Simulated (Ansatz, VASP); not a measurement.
**One calculation of Sc2GaSbAs2, two programs**

```xyz
6
Lattice="6.6768 0.0000 0.0000 0.0000 6.6768 0.0000 0.0000 0.0000 5.7799" Properties=species:S:1:pos:R:3 pbc="T T T"
Sc    0.0000    3.3384    0.0000
Sc    3.3384    0.0000    0.0000
Ga    0.0000    0.0000    2.8899
Sb    3.3384    3.3384    2.8899
As    0.0000    0.0000    1.9371
As    0.0000    0.0000    3.8428
```

Alike in both runs: task single point; functional PBE; k mesh 4 × 4 × 4; occupations gaussian, width 0.1 eV; no spin polarisation.

|  | VASP | Ansatz |
| --- | --- | --- |
| version | VASP 6.6.1 | Ansatz 0.2.0 |
| potentials or method | VASP PAW PBE potentials, release 64 (Sc_sv, Ga_d, Sb_d_GW, As_d), cutoff 600 eV | scalar-relativistic, plane waves, PAW |
| valence electrons in the cell | 80 | 80 |

|  | VASP | Ansatz | Ansatz less VASP |
| --- | --- | --- | --- |
| gap on the k mesh at the Fermi level (eV) | none | none | - |
| rms of the force components (eV/Å) | 301.725 | 305.860 | +4.1353 |

Atom by atom the forces differ by 4.135 eV/Å (rms over components). A gap of «none» marks a metal or a gap that the smearing closes.

Neither program's run includes spin-orbit coupling.
